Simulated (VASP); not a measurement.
A run of VASP 6.6.1:

File INCAR:

```
SYSTEM = SrTl
ALGO = Normal
EDIFF = 1E-6
ENCUT = 520
ISIF = 2
ISMEAR = -1
LASPH = .True.
LCHARG = .False.
LREAL = .False.
LWAVE = .False.
NBANDS = 18
NELM = 80
PREC = Accurate
SIGMA = 0.05
```

The input KPOINTS:

```
k-points
0
Gamma
  8 8 8
  0 0 0
```

Contents of POSCAR:

```
SrTl
1.0
    4.0320000000     -0.0201600000     -0.0201600000
   -0.0201600000      4.0320000000     -0.0201600000
   -0.0201600000     -0.0201600000      4.0320000000
Sr Tl
1 1
Direct
    0.0000000000      0.0000000000      0.0000000000
    0.5000000000      0.5000000000      0.5000000000
```

Potentials or basis: VASP PAW LDA potentials, release 64 (Sr_sv, Tl_d).

Run with:

```console
$ cat potpaw_LDA.64/Sr_sv/POTCAR potpaw_LDA.64/Tl_d/POTCAR > POTCAR
$ mpirun -np 1 vasp_std > vasp.out
```

Hardware: 1 thread of Intel Xeon 8259CL, on a shared host.

Task: How long does it take, and how much memory?

Result: Wall time 76 s on 1 thread of Intel Xeon 8259CL, with other jobs on the host, peak memory 0.21 GiB. Counts: scf iterations 11, k points 65.
